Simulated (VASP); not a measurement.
Set up this calculation in VASP 6.6.1, as the native input.

* Task: single point
* Functional: RPBE
* Potentials or basis: VASP PAW PBE potentials, release 64 (Pt)
* Cutoff: 520 eV
* k mesh: 9 × 9 × 13
* Occupations: fermi-dirac, width 0.1 eV
* Spin: no spin polarisation
* Dipole correction: no
* Further INCAR settings: ALGO = Normal; EDIFF = 1e-07; NBANDS = 22

The structure of Pt lies in POSCAR:

```
Pt
1.0
    4.5606734984      0.0000000000      0.0000000000
   -2.2803367492      3.9496591080      0.0000000000
    0.0000000000      0.0000000000      2.7194487910
Pt
3
Direct
    0.0000000000      1.0000000000      0.0000000000
    0.3333333333      0.6666666667      0.5000000000
    0.6666666667      0.3333333333      0.5000000000
```

These files were run (other wordings do the same):

INCAR

```
PREC = Accurate
ENCUT = 520
EDIFF = 1E-7
ISMEAR = -1
SIGMA = 0.1
LREAL = False
LASPH = True
NELM = 100
ALGO = Normal
ISIF = 2
LWAVE = False
LCHARG = True
GGA = RP
LELF = True
LVHAR = True
NBANDS = 22
```

KPOINTS

```
Automatic mesh
0
Gamma
  9 9 13
```

Potentials or basis: VASP PAW PBE potentials, release 64 (Pt).

Command:

```bash
$ cat potpaw_PBE.64/Pt/POTCAR > POTCAR
$ mpirun -np 1 vasp_std > vasp.out
```

It gave:

```json
{"Pressure": "-0.5 GPa", "Band gap on the k mesh": "zero (band 15 reaches 10.79 eV, above the bottom of band 16 at 9.57 eV)"}
```

Caveat: the PAW data sets were made with another functional, which shifts forces and pressure a little; spin-orbit coupling is left out, which moves the levels of the heavy elements.

It took 89 s on 1 thread of Intel Xeon 6975P-C, on a shared host, peak memory 0.22 GiB.
